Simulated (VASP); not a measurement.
# InSb (F-43m) in VASP: a series of runs, part 3 of 3

VASP 6.6.1. Earlier steps stand in the parts before.

## Step 6: Relaxation of cell and atoms, PBE, target pressure 16 GPa, at which the enthalpy is minimised

The input, INCAR:

```
  PREC = Accurate
  ENCUT = 600
  EDIFF = 1E-6
  ISMEAR = -1
  SIGMA = 0.15
  LREAL = F
  LASPH = T
  NELM = 80
  ALGO = Normal
  ISIF = 3
  LWAVE = F
  LCHARG = F
  GGA = PE
  IBRION = 2
  NSW = 80
  EDIFFG = -0.001
  PSTRESS = 160.0
```

The input, KPOINTS:

```
regular mesh
0
Gamma
  12 12 12
```

The input, POSCAR:

```
InSb
1.0
    0.0000000000      3.3185740835      3.3185740835
    3.3185740835      0.0000000000      3.3185740835
    3.3185740835      3.3185740835      0.0000000000
In Sb
1 1
Direct
    0.0000000000      0.0000000000      0.0000000000
    0.7500000000      0.7500000000      0.7500000000
```

Potentials or basis: VASP PAW PBE potentials, release 64 (In_d, Sb).

Started as:

```bash
$ cat potpaw_PBE.64/In_d/POTCAR potpaw_PBE.64/Sb/POTCAR > POTCAR
$ mpirun -np 1 vasp_std > vasp.out
```

OUTCAR:

```text
PREC = Accurate
   ENCUT = 600
   EDIFF = 1E-6
   ISMEAR = -1
   LREAL = F
   LASPH = T
   NELM = 80
   ISIF = 3
   GGA = PE
   IBRION = 2
   NSW = 80
   EDIFFG = -0.001
   PSTRESS = 160.0

 ion  position               nearest neighbor table
   1  0.000  0.000  0.000-   2 2.87   2 2.87   2 2.87   2 2.87
   2  0.750  0.750  0.750-   1 2.87   1 2.87   1 2.87   1 2.87

  LATTYP: Found a face centered cubic cell.
 ALAT       =     6.6371481670

  Lattice vectors:

 A1 = (   0.0000000000,   3.3185740835,   3.3185740835)
 A2 = (   3.3185740835,   0.0000000000,   3.3185740835)
 A3 = (   3.3185740835,   3.3185740835,   0.0000000000)

Analysis of symmetry for initial positions (statically):
=====================================================================
 Subroutine PRICEL returns:
 Original cell was already a primitive cell.

 Routine SETGRP: Setting up the symmetry group for a
 face centered cubic supercell.

 Subroutine GETGRP returns: Found 24 space group operations
 (whereof 24 operations were pure point group operations)
 out of a pool of 48 trial point group operations.

The static configuration has the point symmetry T_d .

Analysis of symmetry for dynamics (positions and initial velocities):
=====================================================================
 Subroutine PRICEL returns:
 Original cell was already a primitive cell.

 Routine SETGRP: Setting up the symmetry group for a
 face centered cubic supercell.

 Subroutine GETGRP returns: Found 24 space group operations
 (whereof 24 operations were pure point group operations)
 out of a pool of 48 trial point group operations.

The dynamic configuration has the point symmetry T_d .

 Subroutine INISYM returns: Found 24 space group operations
 (whereof 24 operations are pure point group operations),
 and found     1 'primitive' translations

----------------------------------------------------------------------------------------

                                     Primitive cell

  volume of cell :      73.0945

  direct lattice vectors                    reciprocal lattice vectors
     0.000000000  3.318574084  3.318574084    -0.150667120  0.150667120  0.150667120
     3.318574084  0.000000000  3.318574084     0.150667120 -0.150667120  0.150667120
     3.318574084  3.318574084  0.000000000     0.150667120  0.150667120 -0.150667120

  length of vectors
     4.693172477  4.693172477  4.693172477     0.260963107  0.260963107  0.260963107

  position of ions in fractional coordinates (direct lattice)
     0.000000000  0.000000000  0.000000000
     0.750000000  0.750000000  0.750000000

  ion indices of the primitive-cell ions
   primitive index   ion index
                 1           1
                 2           2

----------------------------------------------------------------------------------------

 KPOINTS: regular mesh

Automatic generation of k-mesh.
 Grid dimensions read from file:
 generate k-points for:   12   12   12

 Generating k-lattice:

  Cartesian coordinates                     Fractional coordinates (reciprocal lattice)
    -0.012555593  0.012555593  0.012555593     0.083333333  0.000000000  0.000000000
     0.012555593 -0.012555593  0.012555593     0.000000000  0.083333333  0.000000000
     0.012555593  0.012555593 -0.012555593     0.000000000  0.000000000  0.083333333

  Length of vectors
     0.021746926  0.021746926  0.021746926

  Shift w.r.t. Gamma in fractional coordinates (k-lattice)
     0.000000000  0.000000000  0.000000000

 Subroutine IBZKPT returns following result:
 ===========================================

 Found     72 irreducible k-points:

 Following reciprocal coordinates:
            Coordinates               Weight
  0.000000  0.000000  0.000000      1.000000
  0.083333  0.000000  0.000000      8.000000
  0.166667  0.000000  0.000000      8.000000
  0.250000  0.000000  0.000000      8.000000
  0.333333  0.000000  0.000000      8.000000
  0.416667  0.000000  0.000000      8.000000
[... 16 lines left out ...]
  0.500000  0.166667  0.000000     24.000000
 -0.416667  0.166667  0.000000     24.000000
 [... further k-points ...]
   k-points           NKPTS =     72   k-points in BZ     NKDIM =     72   number of bands    NBANDS=     13
   number of dos      NEDOS =    301   number of ions     NIONS =      2
   total plane-waves  NPLWV =  64000
   dimension x,y,z NGX =    40 NGY =   40 NGZ =   40
   dimension x,y,z NGXF=    80 NGYF=   80 NGZF=   80
   ions per type =               1   1
   NGX,Y,Z   is equivalent  to a cutoff of  14.17, 14.17, 14.17 a.u.
   NGXF,Y,Z  is equivalent  to a cutoff of  28.34, 28.34, 28.34 a.u.
 SYSTEM =  unknown system
   PREC   = accura    normal or accurate (medium, high low for compatibility)
   ISTART =      0    job   : 0-new  1-cont  2-samecut
   ICHARG =      2    charge: 1-file 2-atom 10-const
   ISPIN  =      1    spin polarized calculation?
   LNONCOLLINEAR =      F non collinear calculations
   LSORBIT =      F    spin-orbit coupling
   LASPH  =      T    aspherical Exc in radial PAW
   ENCUT  =  600.0 eV  44.10 Ry    6.64 a.u.   9.37  9.37  9.37*2*pi/ulx,y,z
   NELM   =     80;   NELMIN=  2; NELMDL= -5     # of ELM steps
   EDIFF  = 0.1E-05   stopping-criterion for ELM
   LREAL  =      F    real-space projection
   EDIFFG = -.1E-02   stopping-criterion for IOM
   NSW    =     80    number of steps for IOM
   IBRION =      2    ionic relax: 0-MD 1-quasi-New 2-CG
   NFREE  =      1    steps in history (QN), initial steepest desc. (CG)
   ISIF   =      3    stress and relaxation
   ISYM   =      2    0-nonsym 1-usesym 2-fastsym
   POTIM  = 0.5000    time-step for ionic-motion
   TEBEG  =    0.0;   TEEND  =   0.0 temperature during run
   PSTRESS=  160.0 pullay stress
   NELECT =      18.0000    total number of electrons
   NUPDOWN=      -1.0000    fix difference up-down
   EMIN   =  10.00;   EMAX   =-10.00  energy-range for DOS
   EFERMI =   0.00;   METHOD = LEGACY
   ISMEAR =    -1;   SIGMA  =   0.15  broadening in eV -4-tet -1-fermi 0-gaus
   EFERMI_NEDOS =   21; number of points for ismear=-14 and -15
   IALGO  =     38    algorithm
   IMIX   =      4    mixing-type and parameters
     AMIX     =   0.40;   BMIX     =  1.00
     AMIX_MAG =   1.60;   BMIX_MAG =  1.00
  volume/ion in A,a.u.               =      36.55       246.63
  Fermi-wavevector in a.u.,A,eV,Ry     =   1.026134  1.939112 14.326273  1.052951
  Thomas-Fermi vector in A             =   2.160011
   LORBIT       =      0    0 simple, 1 ext, 2 COOP (PROOUT), +10 PAW based schemes
   GGA     = PE    functional components
   LHFCALC =     F    Hartree Fock is set to
   AEXX    =    0.0000 exact exchange contribution
   IVDW    =     0    specifies the selected vdW correction
   LEPSILON=     F    determine dielectric tensor
   LRPA    =     F    only Hartree local field effects (RPA)
 conjugate gradient relaxation of ions
 non-spin polarized calculation
  energy-cutoff  :      600.00
  volume of cell :       73.09
 maximum number of plane-waves:      2468
 NGX is ok and might be reduce to    40
   NGX = 19   NGY = 19   NGZ = 19

--------------------------------------- Ionic step        1  -------------------------------------------

 number of electron      18.0000000 magnetization

 Free energy of the ion-electron system (eV)
  ---------------------------------------------------
  ext. energy  EPLUGINS =         0.00000000
  ---------------------------------------------------
  free energy    TOTEN  =        -6.95562891 eV

  energy without entropy =       -6.94699642  energy(sigma->0) =       -6.95131266

 E-fermi :   4.6003     XC(G=0):  -8.3804

 val. band max:        4.3682188185   @ k =   0.0000   0.0000   0.0000
 cond. band min:       4.7864489707   @ k =   0.5000   0.0000   0.0000
 fundamental gap:      0.4182301522
 Fermi energy:         4.6002609609
[... 886 lines left out ...]
  energy  without entropy=       -6.4462906593  energy(sigma->0) =       -6.44770252

  enthalpy is  TOTEN    =        -0.6019805963 eV   P V=        5.8471337800

[... ionic steps 4 to 9 ...]

--------------------------------------- Ionic step       10  -------------------------------------------

 number of electron      18.0000002 magnetization

------------------------ aborting loop because EDIFF is reached ----------------------------------------
[... 71 lines left out ...]
--------------------------------------- Ionic step       12  -------------------------------------------

 number of electron      18.0000002 magnetization

 Free energy of the ion-electron system (eV)
  ---------------------------------------------------
  ext. energy  EPLUGINS =         0.00000000
  ---------------------------------------------------
  free energy    TOTEN  =        -6.33237934 eV

  energy without entropy =       -6.32963242  energy(sigma->0) =       -6.33100588

 E-fermi :   7.4981     XC(G=0):  -9.4430

 val. band max:        7.1229122973   @ k =   0.0000   0.0000   0.0000
 cond. band min:       7.9573644481   @ k =   0.0000   0.0000   0.0000
 fundamental gap:      0.8344521508
 Fermi energy:         7.4981108484
[... 417 lines left out ...]
  energy  without entropy=       -6.3296324232  energy(sigma->0) =       -6.33100588

  enthalpy is  TOTEN    =        -0.6106470912 eV   P V=        5.7217322445

 reached required accuracy - stopping structural energy minimisation
```

OSZICAR:

```text
N       E                     dE             d eps       ncg     rms          rms(c)
DAV:   1     0.115187654927E+03    0.11519E+03   -0.86289E+03  1872   0.149E+03
DAV:   2     0.681892411613E+00   -0.11451E+03   -0.11208E+03  1992   0.324E+02
DAV:   3    -0.683222985691E+01   -0.75141E+01   -0.74622E+01  2442   0.879E+01
DAV:   4    -0.704037544170E+01   -0.20815E+00   -0.20805E+00  2200   0.173E+01
[... 82 lines left out ...]
DAV:   1    -0.633244049306E+01    0.20547E-03   -0.33923E-06  1512   0.392E-02    0.290E-03
DAV:   2    -0.633244030210E+01    0.19096E-06   -0.37575E-07   936   0.154E-02
  11 F= -.61064698E+00 E0= -.60927336E+00  d E =-.218392E-05
       N       E                     dE             d eps       ncg     rms          rms(c)
DAV:   1    -0.633237932195E+01    0.61171E-04   -0.20935E-07   936   0.932E-03    0.900E-04
DAV:   2    -0.633237933569E+01   -0.13740E-07   -0.50038E-08   936   0.520E-03
  12 F= -.61064709E+00 E0= -.60927363E+00  d E =-.229292E-05
```

CONTCAR:

```text
InSb
   1.00000000000000
     0.0000000000000000    3.0598211688220474    3.0598211688220474
     3.0598211688220474    0.0000000000000000    3.0598211688220474
     3.0598211688220474    3.0598211688220474    0.0000000000000000
  In              Sb
     1     1
Direct
     0.0000000000000000    0.0000000000000000    0.0000000000000000
     0.7500000000000000    0.7500000000000000    0.7500000000000000

  0.00000000E+00  0.00000000E+00  0.00000000E+00
  0.00000000E+00  0.00000000E+00  0.00000000E+00
```

Wall time 4.5 min (1 thread of AMD EPYC 9R45 (Zen 5), shared host); peak memory 0.29 GiB.

What came out:

```
Free energy                                                : -6.3324 eV
Relaxed volume                                             : 28.65 Å³/atom
Relaxed cell                                               : a = 4.327 Å, b = 4.327 Å, c = 4.327 Å, α = 60.00°, β = 60.00°, γ = 60.00°
Space group after relaxing (to 0.1 Å)                      : F-43m (No. 216)
Energy change on relaxing (the run minimises the enthalpy) : +311.6 meV/atom
Ionic steps                                                : 12
Pressure after relaxing                                    : 16.0 GPa
Band gap on the k mesh                                     : 0.83 eV
```

Step by step:
```
step  energy change (eV)  largest force (eV/Å)  pressure (GPa)  volume (Å³)
   1              0.0000                0.0000            0.00        73.09
   2              4.8890                0.0000           83.86        40.88
   3              0.5065                0.0000           13.83        58.55
   4              0.5850                0.0000           15.27        57.69
   5              0.6258                0.0000           16.03        57.27
   6              0.6219                0.0000           15.97        57.31
   7              0.6237                0.0000           16.01        57.29
   8              0.6233                0.0000           16.02        57.29
   9              0.6226                0.0000           15.98        57.30
  10              0.6230                0.0000           15.98        57.30
  11              0.6232                0.0000           15.99        57.30
  12              0.6233                0.0000           16.00        57.30
```

Final structure:
```xyz
2
Lattice="0.0000 3.0598 3.0598 3.0598 0.0000 3.0598 3.0598 3.0598 0.0000" Properties=species:S:1:pos:R:3 pbc="T T T"
In    0.0000    0.0000    0.0000
Sb    4.5897    4.5897    4.5897
```

Caveat: the cell is relaxed towards a set pressure, so the run minimises the enthalpy, not the energy; the volume moved by over 15 % at a fixed basis, so the end points are rough; spin-orbit coupling is left out, which moves the levels of the heavy elements.

## Step 7: Summary

```tsv
task	cell	cutoff (eV)	gap on the mesh (eV)	pressure (GPa)
relaxation of cell and atoms	relaxed to 7 GPa from a = 4.693 Å, angles 60.0°, 2 atoms	600	-	7.0
single point	a = 4.327 Å, angles 60.0°, 2 atoms	520	0.83	16.0
single point	a = 4.693 Å, angles 60.0°, 2 atoms	520	none	0.0
relaxation of cell and atoms	relaxed from a = 4.692 Å, angles 60.0°, 2 atoms	600	none	0.0
relaxation of cell and atoms	relaxed to 16 GPa from a = 4.693 Å, angles 60.0°, 2 atoms	600	0.83	16.0
```

Alike in all rows: level PBE; potentials or basis VASP PAW PBE potentials, release 64 (In_d, Sb); no spin polarisation; k mesh 12 × 12 × 12; smearing fermi-dirac 0.15 eV.

Caveats: spin-orbit coupling is left out, which moves the levels of the heavy elements; the cell is relaxed towards a set pressure, so the run minimises the enthalpy, not the energy (at least some runs); semilocal functionals underestimate gaps, so a narrow gap can read as zero (at least some runs); the cell stands under pressure (at least some runs); the volume moved by over 15 % at a fixed basis, so the end points are rough (at least some runs).

Absolute energies hang on the potentials; compare differences alone.
